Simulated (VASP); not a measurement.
Wanted: the native input for a VASP 6.6.1 run.

```
Task                   : single point
Functional             : PBE
Potentials or basis    : VASP PAW PBE potentials, release 64 (Cu)
Cutoff                 : 520 eV
k mesh                 : 13 × 13 × 13
Occupations            : fermi-dirac, width 0.05 eV
Spin                   : no spin polarisation
Dipole correction      : no
Further INCAR settings : ALGO = Normal; EDIFF = 1e-06; NBANDS = 12
```

The structure of Cu lies in POSCAR:

```
Cu
1.0
   -1.4710905692      1.4710905692      1.4030702911
    1.4710905692     -1.4710905692      1.4030702911
    1.4710905692      1.4710905692     -1.4030702911
Cu
1
Direct
    0.0000000000      0.0000000000      0.0000000000
```

This cell differs from its parent crystal: volume scaled by 1.06.

These files were run (other wordings do the same):

INCAR

```
SYSTEM = Cu
ALGO = Normal
EDIFF = 1E-6
ENCUT = 520
GGA = PE
ISIF = 2
ISMEAR = -1
LASPH = .TRUE.
LCHARG = .TRUE.
LELF = .TRUE.
LREAL = .FALSE.
LVHAR = .TRUE.
LWAVE = .FALSE.
NBANDS = 12
NELM = 100
PREC = Accurate
SIGMA = 0.05
```

KPOINTS

```
k-points
0
G
  13 13 13
  0 0 0
```

Potentials or basis: VASP PAW PBE potentials, release 64 (Cu).

The run is started by

```console
$ cat potpaw_PBE.64/Cu/POTCAR > POTCAR
$ mpirun -np 1 vasp_std > vasp.out
```

Results of the run:

The pressure is -0.9 GPa.

Run time: 19 s on 1 thread of Intel(R) Xeon(R) Platinum 8259CL CPU @ 2.50GHz (Skylake/Cascade Lake), with other jobs on the host, peak memory 0.14 GiB.
